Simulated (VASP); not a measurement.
Write the native input for VASP 6.6.1 that does the following.

```
Task                   : single point
Functional             : PBE
Potentials or basis    : VASP PAW PBE potentials, release 64 (Ta_pv, H)
Cutoff                 : 520 eV
k mesh                 : 5 × 5 × 1
Occupations            : gaussian, width 0.1 eV
Spin                   : no spin polarisation
Dipole correction      : yes
Further INCAR settings : ALGO = Normal; EDIFF = 1e-06; NBANDS = 78
```

The structure of Ta12H lies in POSCAR:

```
Ta12H
1.0
    5.7486197044      0.0000000000      0.0000000000
   -1.9162065681      5.4198506339      0.0000000000
    0.0000000000      0.0000000000     20.0266897310
Ta H
12 1
Direct
    0.2500000000      0.2500000000      0.1997334584
    0.2500000000      0.7500000000      0.1997334584
    0.7500000000      0.2500000000      0.1997334584
    0.7500000000      0.7500000000      0.1997334584
    0.0000000000      0.0000000000      0.3127671385
    0.0000000000      0.5000000000      0.3127671385
    0.5000000000      0.0000000000      0.3127671385
    0.5000000000      0.5000000000      0.3127671385
    0.2500000000      0.2500000000      0.4257663071
    0.2500000000      0.7500000000      0.4257663071
    0.7500000000      0.2500000000      0.4257663071
    0.7500000000      0.7500000000      0.4257663071
    0.5000000000      0.5000000000      0.4806069824
```

One way to write it, as run:

INCAR

```
SYSTEM = Ta12H
PREC = Accurate
ENCUT = 520
EDIFF = 1E-6
ISMEAR = 0
SIGMA = 0.1
LREAL = .False.
LASPH = .True.
NELM = 80
ALGO = Normal
ISIF = 2
LWAVE = .False.
LCHARG = .False.
LDIPOL = .True.
IDIPOL = 3
DIPOL = 0.5 0.5 0.326
GGA = PE
NBANDS = 78
```

KPOINTS

```
regular mesh
0
Gamma
  5 5 1
  0 0 0
```

Potentials or basis: VASP PAW PBE potentials, release 64 (Ta_pv, H).

Command:

```sh
$ cat potpaw_PBE.64/Ta_pv/POTCAR potpaw_PBE.64/H/POTCAR > POTCAR
$ mpirun -np 1 vasp_std > vasp.out
```

Results of the run:

| Item | Value |
| --- | --- |
| Largest force | 0.426 eV/Å |
| Band gap on the k mesh | zero (an odd number of electrons rules out a gap without spin polarisation) |

Caveat: spin-orbit coupling is left out, which moves the levels of the heavy elements.

Wall time 25 min on 1 thread of Intel Xeon 8259CL (shared host), peak memory 0.84 GiB.
